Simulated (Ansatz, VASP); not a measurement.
Two plane-wave programs on SrC2

Contents of INCAR:

```
SYSTEM = SrC2
  PREC = Accurate
  ENCUT = 520
  EDIFF = 1E-6
  ISMEAR = 0
  SIGMA = 0.05
  LREAL = .FALSE.
  LASPH = .TRUE.
  NELM = 60
  ALGO = Normal
  ISIF = 2
  LWAVE = .FALSE.
  LCHARG = .FALSE.
  NBANDS = 16
```

Contents of KPOINTS:

```
Automatic mesh
0
G
  9 9 9
  0 0 0
```

File POSCAR:

```
SrC2
1.0
    2.6180186239      1.5115137573      2.4911953798
   -2.6180186239      1.5115137573      2.4911953798
    0.0000000000     -3.0230275145      2.4911953798
Sr C
1 2
Direct
    0.0000000000      0.0000000000      0.0000000000
    0.5915580000      0.5915580000      0.5915580000
    0.4084420000      0.4084420000      0.4084420000
```

Input for Ansatz:

```yaml
crystal:
  lattice:
    - [2.6180186239, 1.5115137573, 2.4911953798]
    - [-2.6180186239, 1.5115137573, 2.4911953798]
    - [0.0, -3.0230275145, 2.4911953798]
  atoms:
    - { symbol: Sr, position: [0.0, 0.0, 0.0] }
    - { symbol: C, position: [0.591558, 0.591558, 0.591558] }
    - { symbol: C, position: [0.408442, 0.408442, 0.408442] }
basis:
  ecutwfc: 420
kpoints:
  mp_grid: { grid: [9, 9, 9] }
hamiltonian:
  xc: lda
scf:
  occupations: { method: gaussian, width: 0.05 }
output:
  forces: true
  stress: true
  eigenvalues: true
```

Change from the starting cell: strain +0.040 along x and y, +0.080 along z, atoms carried along.

Alike in both runs: task single point; functional LDA; k mesh 9 × 9 × 9; occupations gaussian, width 0.05 eV; no spin polarisation.

|  | VASP | Ansatz |
| --- | --- | --- |
| version | VASP 6.6.1 | Ansatz 0.2.0 |
| potentials or method | VASP PAW LDA potentials, release 64 (Sr_sv, C), cutoff 520 eV | scalar-relativistic, plane waves, PAW |
| valence electrons in the cell | 18 | 18 |

```csv
,VASP,Ansatz,Ansatz less VASP
gap on the k mesh at the Fermi level (eV),1.75,1.77,+0.021
least direct gap on the mesh (eV),2.26,2.27,+0.012
pressure (GPa),-16.2,-16.5,-0.24
"traceless stress, the component that is largest in VASP (GPa)",-15.28,-15.47,-0.192
rms of the force components (eV/Å),2.516,2.552,+0.0353
```

LDA's correlation is that of Perdew and Zunger in VASP and of Perdew and Wang (1992) in Ansatz. Atom by atom the forces differ by 0.035 eV/Å (rms over components).
